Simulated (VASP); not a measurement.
Set up this calculation in VASP 6.6.1, as the native input.

* Task: single point
* Functional: LDA
* Potentials or basis: VASP PAW LDA potentials, release 64 (Na_pv)
* Cutoff: 520 eV
* k mesh: 8 × 8 × 3
* Occupations: fermi-dirac, width 0.05 eV
* Spin: no spin polarisation
* Dipole correction: no
* Further INCAR settings: ALGO = Fast; EDIFF = 1e-07; NBANDS = 22

The structure of Na lies in POSCAR:

```
Na
1.0
    3.6248439025      0.0000000000      0.0000000000
   -1.8124219512      3.1392069043      0.0000000000
    0.0000000000      0.0000000000     12.2813860211
Na
4
Direct
    0.6666666667      0.3333333333      0.7500000000
    0.0000000000      0.0000000000      0.5000000000
    0.3333333333      0.6666666667      0.2500000000
    0.0000000000      0.0000000000      0.0000000000
```

One way to write it, as run:

INCAR

```
PREC = Accurate ; ENCUT = 520
EDIFF = 1E-7 ; ISMEAR = -1
SIGMA = 0.05 ; LREAL = F
LASPH = T ; NELM = 80
ALGO = Fast ; ISIF = 2
LWAVE = F ; LCHARG = T
LELF = T ; LVHAR = T
NBANDS = 22
```

KPOINTS

```
regular mesh
0
Gamma
  8 8 3
```

Potentials or basis: VASP PAW LDA potentials, release 64 (Na_pv).

Launch:

```bash
$ cat potpaw_LDA.64/Na_pv/POTCAR > POTCAR
$ mpirun -np 1 vasp_std > vasp.out
```

Results of the run:

- Pressure: -0.4 GPa
- Band gap on the k mesh: zero (band 14 reaches 1.52 eV, above the bottom of band 15 at -2.06 eV)

Wall time 37 s on 1 thread of Intel(R) Xeon(R) 6975P-C (Granite Rapids) (shared host), peak memory 0.21 GiB.
